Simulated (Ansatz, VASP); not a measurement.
One calculation of Te, two programs

```
Te
1.0
    -2.90765    3.81026    1.50913
     2.90765   -3.81026    1.50913
     2.90765    3.81026   -1.50913
Te
2
Direct
  0.99907 0.24907 0.75000
  0.00093 0.75093 0.25000
```

Alike in both runs: task single point; functional r2SCAN; k mesh 11 × 11 × 11; no spin polarisation.

|  | VASP | Ansatz |
| --- | --- | --- |
| version | VASP 6.6.1 | Ansatz 0.2.0 |
| potentials or method | VASP PAW PBE potentials, release 64 (Te), cutoff 520 eV | plane waves, PAW |
| occupations | methfessel-paxton of order 1, width 0.1 eV | cold, width 0.1 eV |
| valence electrons in the cell | 12 | 32 |

```csv
,VASP,Ansatz,Ansatz less VASP
pressure (GPa),2.9,2.9,0.00
"traceless stress, the component that is largest in VASP (GPa)",-2.64,-2.64,-0.005
```

VASP's potentials were made for PBE, not for r2SCAN. VASP's potentials hold 12 valence electrons a cell and Ansatz's 32, so a difference there can come from the potentials and not from the codes.

Neither program's run includes spin-orbit coupling.
